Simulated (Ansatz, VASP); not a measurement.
Two plane-wave programs on ZnSe

The input POSCAR:

```
ZnSe
1.0
    0.0000000000      2.8525674344      2.8525674344
    2.8525674344      0.0000000000      2.8525674344
    2.8525674344      2.8525674344      0.0000000000
Se Zn
1 1
Direct
    0.7500000000      0.7500000000      0.7500000000
    0.0000000000      0.0000000000      0.0000000000
```

File INCAR.step1:

```
ALGO = Normal
EDIFF = 1E-5
ENCUT = 520
GGA = PE
ISIF = 2
ISMEAR = -1
LASPH = T
LCHARG = F
LREAL = F
LWAVE = T
NBANDS = 16
NELM = 60
PREC = Accurate
SIGMA = 0.05
```

INCAR.step2

```
AEXX = 0.5
ALGO = Normal
EDIFF = 1E-6
ENCUT = 520
ISIF = 2
ISMEAR = -1
ISTART = 1
LASPH = T
LCHARG = F
LHFCALC = T
LMIXTAU = T
LREAL = F
LWAVE = F
METAGGA = R2SCAN
NBANDS = 16
NELM = 60
PREC = Accurate
PRECFOCK = Normal
SIGMA = 0.05
```

KPOINTS

```
k-points
0
Gamma
  4 4 4
```

File input.yaml:

```yaml
crystal:
  lattice:
    - [0.0, 2.8525674344, 2.8525674344]
    - [2.8525674344, 0.0, 2.8525674344]
    - [2.8525674344, 2.8525674344, 0.0]
  atoms:
    - { symbol: Se, position: [0.75, 0.75, 0.75] }
    - { symbol: Zn, position: [0.0, 0.0, 0.0] }
hamiltonian:
  xc: r2scan50
  pseudopotentials: { kind: paw }
kpoints:
  mp_grid: { grid: [4, 4, 4] }
scf:
  occupations: { method: fermi_dirac, width: 0.05 }
output:
  forces: true
  stress: true
  eigenvalues: true
```

Alike in both runs: task single point; functional r2SCAN50; k mesh 4 × 4 × 4; occupations fermi-dirac, width 0.05 eV; no spin polarisation.

```csv
,VASP,Ansatz
version,VASP 6.6.1,Ansatz 0.2.0
potentials or method,"VASP PAW PBE potentials, release 64 (Se, Zn)",Ansatz PAW
plane-wave cutoff (eV),520,500
valence electrons in the cell,18,28
```

|  | VASP | Ansatz | Ansatz less VASP |
| --- | --- | --- | --- |
| gap on the k mesh at the Fermi level (eV) | 5.03 | 4.97 | -0.068 |
| least direct gap on the mesh (eV) | 5.03 | 4.97 | -0.068 |
| pressure (GPa) | -1.9 | -1.4 | +0.54 |

VASP's potentials were made for PBE, not for r2SCAN50. VASP's potentials hold 18 valence electrons a cell and Ansatz's 28, so a difference there can come from the potentials and not from the codes.

The k mesh is coarse, so the values compare programs but aren't converged.
